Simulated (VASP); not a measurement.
# MoS2 in VASP: notebook

MoS2 is run at these levels: LDA, PBEsol+U, HSE06; tasks: single point.

All numbers are computed with VASP 6.6.1; they aren't measurements. Logs are shortened: lines on timing, memory, paths and dates and some standing lists are left out, and cuts for length are marked.

## 1. The cell of the first run

The cell holds a slab with vacuum, 3 atoms: a = 3.205 Å, b = 3.205 Å, c = 17.449 Å, α = 90.00°, β = 90.00°, γ = 120.00°.

## 2. Single point, LDA

Contents of INCAR:

```
PREC = Accurate ; ENCUT = 520
EDIFF = 1E-6 ; ISMEAR = -1
SIGMA = 0.05 ; LREAL = False
LASPH = True ; NELM = 60
ALGO = Normal ; ISIF = 2
LWAVE = False ; LCHARG = False
NBANDS = 20
```

Contents of KPOINTS:

```
regular mesh
0
Gamma
  10 10 2
```

Contents of POSCAR:

```
MoS2
1.0
    3.2052136244      0.0000000000      0.0000000000
   -1.6026068122      2.7757964233      0.0000000000
    0.0000000000      0.0000000000     17.4494019708
Mo S
1 2
Direct
    0.0000000000      0.0000000000      0.0000000000
    0.3333333333      0.6666666667      0.9105070200
    0.3333333333      0.6666666667      0.0894929800
```

Potentials or basis: VASP PAW LDA potentials, release 64 (Mo_sv, S).

Command:

```console
$ cat potpaw_LDA.64/Mo_sv/POTCAR potpaw_LDA.64/S/POTCAR > POTCAR
$ mpirun -np 1 vasp_std > vasp.out
```

OUTCAR:

```text
PREC = Accurate
   ENCUT = 520
   EDIFF = 1E-6
   ISMEAR = -1
   LREAL = False
   LASPH = True
   NELM = 60
   ISIF = 2

 ion  position               nearest neighbor table
   1  0.000  0.000  0.000-   2 2.42   3 2.42   2 2.42   3 2.42   2 2.42   3 2.42
   2  0.333  0.667  0.911-   1 2.42   1 2.42   1 2.42
   3  0.333  0.667  0.089-   1 2.42   1 2.42   1 2.42

  LATTYP: Found a hexagonal cell.
 ALAT       =     3.2052136244
 C/A-ratio  =     5.4440683260

  Lattice vectors:

 A1 = (   3.2052136244,   0.0000000000,   0.0000000000)
 A2 = (  -1.6026068122,   2.7757964233,   0.0000000000)
 A3 = (   0.0000000000,   0.0000000000,  17.4494019708)

Analysis of symmetry for initial positions (statically):
=====================================================================
 Subroutine PRICEL returns:
 Original cell was already a primitive cell.

 Routine SETGRP: Setting up the symmetry group for a
 hexagonal supercell.

 Subroutine GETGRP returns: Found 12 space group operations
 (whereof 12 operations were pure point group operations)
 out of a pool of 24 trial point group operations.

The static configuration has the point symmetry D_3h.

Analysis of symmetry for dynamics (positions and initial velocities):
=====================================================================
 Subroutine PRICEL returns:
 Original cell was already a primitive cell.

 Routine SETGRP: Setting up the symmetry group for a
 hexagonal supercell.

 Subroutine GETGRP returns: Found 12 space group operations
 (whereof 12 operations were pure point group operations)
 out of a pool of 24 trial point group operations.

The dynamic configuration has the point symmetry D_3h.

 Subroutine INISYM returns: Found 12 space group operations
 (whereof 12 operations are pure point group operations),
 and found     1 'primitive' translations

----------------------------------------------------------------------------------------

                                     Primitive cell

  volume of cell :     155.2477

  direct lattice vectors                    reciprocal lattice vectors
     3.205213624  0.000000000  0.000000000     0.311991685  0.180128483  0.000000000
    -1.602606812  2.775796423  0.000000000     0.000000000  0.360256967  0.000000000
     0.000000000  0.000000000 17.449401971     0.000000000  0.000000000  0.057308554

  length of vectors
     3.205213624  3.205213624 17.449401971     0.360256967  0.360256967  0.057308554

  position of ions in fractional coordinates (direct lattice)
     0.000000000  0.000000000  0.000000000
     0.333333333  0.666666667  0.910507020
     0.333333333  0.666666667  0.089492980

  ion indices of the primitive-cell ions
   primitive index   ion index
                 1           1
                 2           2
                 3           3

----------------------------------------------------------------------------------------

 KPOINTS: regular mesh

Automatic generation of k-mesh.
 Grid dimensions read from file:
 generate k-points for:   10   10    2

 Generating k-lattice:

  Cartesian coordinates                     Fractional coordinates (reciprocal lattice)
     0.031199169  0.018012848  0.000000000     0.100000000  0.000000000  0.000000000
     0.000000000  0.036025697  0.000000000     0.000000000  0.100000000  0.000000000
     0.000000000  0.000000000  0.028654277     0.000000000  0.000000000  0.500000000

  Length of vectors
     0.036025697  0.036025697  0.028654277

  Shift w.r.t. Gamma in fractional coordinates (k-lattice)
     0.000000000  0.000000000  0.000000000

 Subroutine IBZKPT returns following result:
 ===========================================

 Found     28 irreducible k-points:

 Following reciprocal coordinates:
            Coordinates               Weight
  0.000000  0.000000  0.000000      1.000000
  0.100000 -0.000000  0.000000      6.000000
  0.200000 -0.000000  0.000000      6.000000
  0.300000  0.000000  0.000000      6.000000
  0.400000  0.000000  0.000000      6.000000
  0.500000  0.000000  0.000000      3.000000
[... 16 lines left out ...]
  0.300000  0.100000  0.500000     12.000000
  0.400000  0.100000  0.500000     12.000000
 [... further k-points ...]
   k-points           NKPTS =     28   k-points in BZ     NKDIM =     28   number of bands    NBANDS=     20
   number of dos      NEDOS =    301   number of ions     NIONS =      3
   total plane-waves  NPLWV =  80640
   dimension x,y,z NGX =    24 NGY =   24 NGZ =  140
   dimension x,y,z NGXF=    48 NGYF=   48 NGZF=  280
   ions per type =               1   2
   NGX,Y,Z   is equivalent  to a cutoff of  12.45, 12.45, 13.34 a.u.
   NGXF,Y,Z  is equivalent  to a cutoff of  24.90, 24.90, 26.68 a.u.
 SYSTEM =  unknown system
   PREC   = accura    normal or accurate (medium, high low for compatibility)
   ISTART =      0    job   : 0-new  1-cont  2-samecut
   ICHARG =      2    charge: 1-file 2-atom 10-const
   ISPIN  =      1    spin polarized calculation?
   LNONCOLLINEAR =      F non collinear calculations
   LSORBIT =      F    spin-orbit coupling
   LASPH  =      T    aspherical Exc in radial PAW
   ENCUT  =  520.0 eV  38.22 Ry    6.18 a.u.   5.96  5.96 32.44*2*pi/ulx,y,z
   NELM   =     60;   NELMIN=  2; NELMDL= -5     # of ELM steps
   EDIFF  = 0.1E-05   stopping-criterion for ELM
   LREAL  =      F    real-space projection
   EDIFFG = 0.1E-04   stopping-criterion for IOM
   NSW    =      0    number of steps for IOM
   IBRION =     -1    ionic relax: 0-MD 1-quasi-New 2-CG
   NFREE  =      0    steps in history (QN), initial steepest desc. (CG)
   ISIF   =      2    stress and relaxation
   ISYM   =      2    0-nonsym 1-usesym 2-fastsym
   POTIM  = 0.5000    time-step for ionic-motion
   TEBEG  =    0.0;   TEEND  =   0.0 temperature during run
   PSTRESS=    0.0 pullay stress
   NELECT =      26.0000    total number of electrons
   NUPDOWN=      -1.0000    fix difference up-down
   EMIN   =  10.00;   EMAX   =-10.00  energy-range for DOS
   EFERMI =   0.00;   METHOD = LEGACY
   ISMEAR =    -1;   SIGMA  =   0.05  broadening in eV -4-tet -1-fermi 0-gaus
   EFERMI_NEDOS =   21; number of points for ismear=-14 and -15
   IALGO  =     38    algorithm
   IMIX   =      4    mixing-type and parameters
     AMIX     =   0.40;   BMIX     =  1.00
     AMIX_MAG =   1.60;   BMIX_MAG =  1.00
  volume/ion in A,a.u.               =      51.75       349.22
  Fermi-wavevector in a.u.,A,eV,Ry     =   0.902383  1.705257 11.079157  0.814295
  Thomas-Fermi vector in A             =   2.025580
   LORBIT       =      0    0 simple, 1 ext, 2 COOP (PROOUT), +10 PAW based schemes
   GGA     = CA    functional components
   LHFCALC =     F    Hartree Fock is set to
   AEXX    =    0.0000 exact exchange contribution
   IVDW    =     0    specifies the selected vdW correction
   LEPSILON=     F    determine dielectric tensor
   LRPA    =     F    only Hartree local field effects (RPA)
 non-spin polarized calculation
  energy-cutoff  :      520.00
  volume of cell :      155.25
 maximum number of plane-waves:      4238
 NGX is ok and might be reduce to    24
   NGX = 11   NGY = 11   NGZ = 65

 number of electron      26.0000002 magnetization

 Free energy of the ion-electron system (eV)
  ---------------------------------------------------
  ext. energy  EPLUGINS =         0.00000000
  ---------------------------------------------------
  free energy    TOTEN  =       -24.27660821 eV

  energy without entropy =      -24.27660821  energy(sigma->0) =      -24.27660821

 E-fermi :  -0.8757     XC(G=0):  -4.4494

 val. band max:       -1.6940228227   @ k =   0.0000   0.0000   0.0000
 cond. band min:      -0.0067242316   @ k =   0.3000   0.3000   0.5000
 fundamental gap:      1.6872985911
 Fermi energy:        -0.8756509891

 k-point     1 :       0.0000    0.0000    0.0000
  band No.  band energies     occupation
      1     -62.2603      2.00000
      2     -36.5859      2.00000
      3     -36.3891      2.00000
      4     -36.3891      2.00000
      5     -15.6530      2.00000
      6     -14.3475      2.00000
[... 12 lines left out ...]
     19       4.1788      0.00000
     20       4.4133      0.00000

 k-point     2 :       0.1000   -0.0000    0.0000
  band No.  band energies     occupation
      1     -62.2570      2.00000
      2     -36.5793      2.00000
      3     -36.4235      2.00000
      4     -36.3970      2.00000
      5     -15.5094      2.00000
      6     -14.2890      2.00000
[... 12 lines left out ...]
     19       4.3672      0.00000
     20       4.9387      0.00000

 k-point     3 :       0.2000   -0.0000    0.0000
  band No.  band energies     occupation
      1     -62.2482      2.00000
      2     -36.5618      2.00000
      3     -36.5127      2.00000
      4     -36.4175      2.00000
      5     -15.1116      2.00000
      6     -14.1272      2.00000
[... 12 lines left out ...]
     19       4.8976      0.00000
     20       5.7717      0.00000

 k-point     4 :       0.3000    0.0000    0.0000
  band No.  band energies     occupation
      1     -62.2374      2.00000
      2     -36.6212      2.00000
      3     -36.5402      2.00000
      4     -36.4427      2.00000
      5     -14.5620      2.00000
      6     -13.9069      2.00000
[... 12 lines left out ...]
     19       5.6320      0.00000
     20       6.3211      0.00000

 k-point     5 :       0.4000    0.0000    0.0000
  band No.  band energies     occupation
      1     -62.2286      2.00000
      2     -36.7076      2.00000
      3     -36.5226      2.00000
      4     -36.4630      2.00000
      5     -14.0478      2.00000
      6     -13.7077      2.00000
[... 12 lines left out ...]
     19       6.0100      0.00000
     20       6.0726      0.00000

 k-point     6 :       0.5000    0.0000    0.0000
  band No.  band energies     occupation
      1     -62.2252      2.00000
      2     -36.7403      2.00000
      3     -36.5159      2.00000
      4     -36.4707      2.00000
      5     -13.8274      2.00000
      6     -13.6255      2.00000
[... 12 lines left out ...]
     19       6.0933      0.00000
     20       6.4017      0.00000

 k-point     7 :       0.1000    0.1000    0.0000
  band No.  band energies     occupation
      1     -62.2509      2.00000
      2     -36.5672      2.00000
      3     -36.4828      2.00000
      4     -36.4137      2.00000
      5     -15.2384      2.00000
      6     -14.1784      2.00000
[... 12 lines left out ...]
     19       4.7286      0.00000
     20       5.6199      0.00000
[... 277 lines left out ...]
 k-point    20 :       0.5000    0.0000    0.5000
  band No.  band energies     occupation
      1     -62.2252      2.00000
      2     -36.7403      2.00000
      3     -36.5159      2.00000
      4     -36.4707      2.00000
      5     -13.8274      2.00000
      6     -13.6255      2.00000
[... 12 lines left out ...]
     19       6.0933      0.00000
     20       6.4022      0.00000

 k-point    21 :       0.1000    0.1000    0.5000
  band No.  band energies     occupation
      1     -62.2509      2.00000
      2     -36.5672      2.00000
      3     -36.4828      2.00000
      4     -36.4137      2.00000
      5     -15.2384      2.00000
      6     -14.1784      2.00000
[... 12 lines left out ...]
     19       4.5802      0.00000
     20       5.8331      0.00000

 k-point    22 :       0.2000    0.1000    0.5000
  band No.  band energies     occupation
      1     -62.2411      2.00000
      2     -36.5756      2.00000
      3     -36.5477      2.00000
      4     -36.4426      2.00000
      5     -14.7617      2.00000
      6     -13.9846      2.00000
[... 12 lines left out ...]
     19       5.2761      0.00000
     20       6.4920      0.00000

 k-point    23 :       0.3000    0.1000    0.5000
  band No.  band energies     occupation
      1     -62.2313      2.00000
      2     -36.6667      2.00000
      3     -36.5281      2.00000
      4     -36.4716      2.00000
      5     -14.2197      2.00000
      6     -13.7675      2.00000
[... 12 lines left out ...]
     19       6.0957      0.00000
     20       6.1979      0.00000

 k-point    24 :       0.4000    0.1000    0.5000
  band No.  band energies     occupation
      1     -62.2252      2.00000
      2     -36.7223      2.00000
      3     -36.5159      2.00000
      4     -36.4896      2.00000
      5     -13.8368      2.00000
      6     -13.6182      2.00000
[... 12 lines left out ...]
     19       6.6321      0.00000
     20       6.6999      0.00000

 [... further k-points ...]
[... 5 lines left out ...]
  --------------------------------------------------------------------------------------
  -------------------------------------------------------------------------------------
  Total       -3.1393269     -3.1393269     -2.1719097      0.0000000      0.0000000      0.0000000
  in kB      -32.3982823    -32.3982823    -22.4144051      0.0000000      0.0000000      0.0000000
  external PRESSURE =     -29.0703232 kB  Pullay stress =       0.0000000 kB

 VOLUME and BASIS-vectors are now :
 -----------------------------------------------------------------------------
  energy-cutoff  :      520.00
  volume of cell :      155.25
      direct lattice vectors                 reciprocal lattice vectors
     3.205213624  0.000000000  0.000000000     0.311991685  0.180128483  0.000000000
    -1.602606812  2.775796423  0.000000000     0.000000000  0.360256967  0.000000000
     0.000000000  0.000000000 17.449401971     0.000000000  0.000000000  0.057308554

 POSITION                                       TOTAL-FORCE (eV/Angst)
 -----------------------------------------------------------------------------------
      0.00000      0.00000      0.00000         0.000000     -0.000000      0.000000
     -0.00000      1.85053     15.88780        -0.000000      0.000000      0.687247
     -0.00000      1.85053      1.56160         0.000000      0.000000     -0.687247
 -----------------------------------------------------------------------------------
    total drift:                                0.000000     -0.000000     -0.000000

  FREE ENERGIE OF THE ION-ELECTRON SYSTEM (eV)
  ---------------------------------------------------
  free  energy   TOTEN  =       -24.2766082149 eV

  energy  without entropy=      -24.2766082084  energy(sigma->0) =      -24.27660821
```

Run time: 80 s. Hardware: 1 thread of Intel Xeon Platinum 8259CL at 2.50GHz (Skylake/Cascade Lake), shared host; peak memory 0.26 GiB.

What came out:

- Free energy: -24.2766 eV
- Largest force: 0.687 eV/Å
- Band gap on the k mesh: 1.69 eV, indirect (least direct gap 1.88 eV)

Forces in eV/Å, atoms in the order of the input:
```
Mo   0.000  0.000  0.000
S    0.000  0.000  0.687
S    0.000  0.000 -0.687
```

Levels at points of the mesh, in eV from the valence-band top:
```tsv
k point	band 9	band 10	band 11	band 12	band 13	band 14	band 15	band 16	band 17	band 18
(0.00, 0.00, 0.00)	-2.65	-1.75	-1.55	-1.55	0.00	2.67	2.67	2.93	2.93	5.45
(0.50, 0.00, 0.00)	-4.03	-3.17	-1.83	-1.02	-0.65	2.12	2.63	3.75	4.21	5.99
(0.00, 0.00, 0.50)	-2.65	-1.75	-1.55	-1.55	0.00	2.67	2.67	2.93	2.93	5.50
(0.50, 0.00, 0.50)	-4.03	-3.17	-1.83	-1.02	-0.65	2.12	2.63	3.75	4.21	5.99
```

(Part 1 of 2 ends here.)
